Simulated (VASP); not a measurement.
**Ru: single point with PBE**

Crystal: Ru.

```
Ru
1.0
     0.00000    1.91500    1.97245
     1.91500    0.00000    1.97245
     1.91500    1.91500    0.00000
Ru
1
Direct
  0.00000 0.00000 0.00000
```

This cell differs from its parent crystal: strain +0.000 along x and y, +0.030 along z.

```
Program             : VASP 6.6.1
Task                : single point
Functional          : PBE
Potentials or basis : VASP PAW PBE potentials, release 64 (Ru_pv)
Cutoff              : 520 eV
k mesh              : 22 × 22 × 22
Occupations         : gaussian, width 0.15 eV
Spin                : no spin polarisation
```

```yaml
Pressure: -12.4 GPa
Band_gap_on_the_k_mesh: zero (band 7 reaches 13.64 eV, above the bottom of band 8 at 10.33 eV)
```

Stress tensor (GPa, compression positive):
```
-10.18   0.00   0.00
  0.00 -10.18   0.00
  0.00   0.00 -16.87
```

Levels at points of the mesh, in eV from the Fermi level:
| k point | band 4 | band 5 | band 6 | band 7 | band 8 | band 9 | band 10 | band 11 |
| --- | --- | --- | --- | --- | --- | --- | --- | --- |
| (0.00, 0.00, 0.00) | -7.53 | -2.57 | -2.23 | -2.23 | -0.34 | 0.07 | 10.61 | 15.10 |
| (0.50, 0.00, 0.00) | -5.61 | -2.62 | -2.28 | 0.99 | 1.48 | 1.65 | 9.32 | 10.61 |
| (0.50, 0.50, 0.00) | -5.83 | -5.38 | 1.54 | 2.01 | 2.01 | 3.07 | 10.61 | 12.29 |
| (0.50, 0.00, 0.50) | -5.85 | -5.39 | 1.50 | 1.88 | 2.18 | 3.68 | 10.61 | 12.70 |

Run time: 90 s on 1 thread of Intel(R) Xeon(R) Platinum 8259CL CPU @ 2.50GHz (Skylake/Cascade Lake) (shared host), peak memory 0.25 GiB.

Caveat: the cell differs from its parent crystal (strain +0.000 along x and y, +0.030 along z).
